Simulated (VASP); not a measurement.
A run of VASP 6.6.1 is set up as follows.

INCAR

```
PREC = Accurate
ENCUT = 520
EDIFF = 1E-6
ISMEAR = 0
SIGMA = 0.05
LREAL = F
LASPH = T
NELM = 80
ALGO = Normal
ISIF = 2
LWAVE = F
LCHARG = F
NBANDS = 28
```

KPOINTS

```
regular mesh
0
Gamma
  6 6 6
```

Contents of POSCAR:

```
Ca3SbP
1.0
    5.1203274853      0.0000000000      0.0000000000
    0.0000000000      5.1203274853      0.0000000000
    0.0000000000      0.0000000000      5.1203274853
Ca Sb P
3 1 1
Direct
   -0.0057413859      0.5000000000      0.5000000000
    0.4771498990      0.0000000000      0.5000000000
    0.4771498990      0.5000000000      0.0000000000
    0.0175527343      0.0000000000      0.0000000000
    0.4975610011      0.5000000000      0.5000000000
```

Potentials or basis: VASP PAW LDA potentials, release 64 (Ca_sv, Sb, P).

Launch:

```bash
$ cat potpaw_LDA.64/Ca_sv/POTCAR potpaw_LDA.64/Sb/POTCAR potpaw_LDA.64/P/POTCAR > POTCAR
$ mpirun -np 1 vasp_std > vasp.out
```

Q: Predict the pressure.

A: 4.3 GPa.

Q: What does it give for the band gap on the k mesh?

A: 0.47 eV, direct.

Q: What does it give for the largest force?

A: 0.078 eV/Å.

Forces in eV/Å, atoms in the order of the input:
```
Ca  -0.011  0.000  0.000
Ca   0.034  0.000  0.000
Ca   0.034  0.000  0.000
Sb  -0.078  0.000  0.000
P    0.021  0.000  0.000
```

Caveat: spin-orbit coupling is left out, which moves the levels of the heavy elements. LDA gaps usually lie below the measured ones, often by a third to a half.
